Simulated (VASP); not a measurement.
A run of VASP 6.6.1 is set up as follows.

INCAR

```
SYSTEM = InSb
PREC = Accurate ; ENCUT = 600
EDIFF = 1E-7 ; ISMEAR = 0
SIGMA = 0.1 ; LREAL = .FALSE.
LASPH = .TRUE. ; NELM = 100
ALGO = Normal ; ISIF = 3
LWAVE = .FALSE. ; LCHARG = .FALSE.
GGA = CA ; IBRION = 2
NSW = 100 ; EDIFFG = -0.005
```

Contents of KPOINTS:

```
Automatic mesh
0
G
  12 12 12
  0 0 0
```

POSCAR

```
InSb
1.0
    0.0000000000      3.2391000000      3.2391000000
    3.2391000000      0.0000000000      3.2391000000
    3.2391000000      3.2391000000      0.0000000000
In Sb
1 1
Direct
    0.0000000000      0.0000000000      0.0000000000
    0.7500000000      0.7500000000      0.7500000000
```

Potentials or basis: VASP PAW LDA potentials, release 64 (In_d, Sb).

Command:

```bash
$ cat potpaw_LDA.64/In_d/POTCAR potpaw_LDA.64/Sb/POTCAR > POTCAR
$ mpirun -np 1 vasp_std > vasp.out
```

Q: Estimate the relaxed volume.

A: 33.62 Å³/atom.

Q: Predict the band gap on the k mesh.

A: Zero (filled and empty bands touch).

Q: Estimate the relaxed cell.

A: a = 4.564 Å, b = 4.564 Å, c = 4.564 Å, α = 60.00°, β = 60.00°, γ = 60.00°.

Q: What does it give for the space group after relaxing (to 0.1 Å)?

A: F-43m (No. 216).

The path:
| step | energy change (eV) | largest force (eV/Å) | pressure (GPa) | volume (Å³) |
| --- | --- | --- | --- | --- |
| 1 | 0.0000 | 0.0000 | -0.50 | 67.97 |
| 2 | -0.0009 | 0.0000 | 0.22 | 66.93 |
| 3 | -0.0011 | 0.0000 | 0.00 | 67.24 |

Caveat: semilocal functionals underestimate gaps, so a narrow gap can read as zero; spin-orbit coupling is left out, which moves the levels of the heavy elements. LDA usually gives volumes a few per cent too small.
